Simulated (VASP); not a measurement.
In, 3 atoms in the cell. It takes space group P6/mmm (No. 191, hexagonal). Conventional cell: a = 4.858 Å, b = 4.858 Å, c = 2.918 Å, α = 90.00°, β = 90.00°, γ = 120.00°. In (site symmetry 6/mmm) has 14 In at 2.92 to 3.16 Å within 3.8 Å. Within 3.7 Å of In (site symmetry -6m2) lie 11 In at 2.80 to 3.16 Å. 

```yaml
Program: VASP 6.6.1
Task: single point
Functional: PBE
Potentials_or_basis: VASP PAW PBE potentials, release 64 (In_d)
Cutoff: 520 eV
k_mesh: 8 × 8 × 11
Occupations: fermi-dirac, width 0.08 eV
Spin: no spin polarisation
Dipole_correction: no
Further_INCAR_settings: ALGO = Normal; EDIFF = 1e-06; NBANDS = 26
```

Potentials or basis: VASP PAW PBE potentials, release 64 (In_d).

Command:

```bash
$ cat potpaw_PBE.64/In_d/POTCAR > POTCAR
$ mpirun -np 1 vasp_std > vasp.out
```

Hardware: 1 thread of AMD EPYC 9R45 96-Core Processor (Zen 5), on a shared host.

Task: How long does it take, and how much memory?

Result: Run time: 42 s on 1 thread of AMD EPYC 9R45 96-Core Processor (Zen 5), with other jobs on the host, peak memory 0.19 GiB. Counts: scf iterations 12, k points 60.
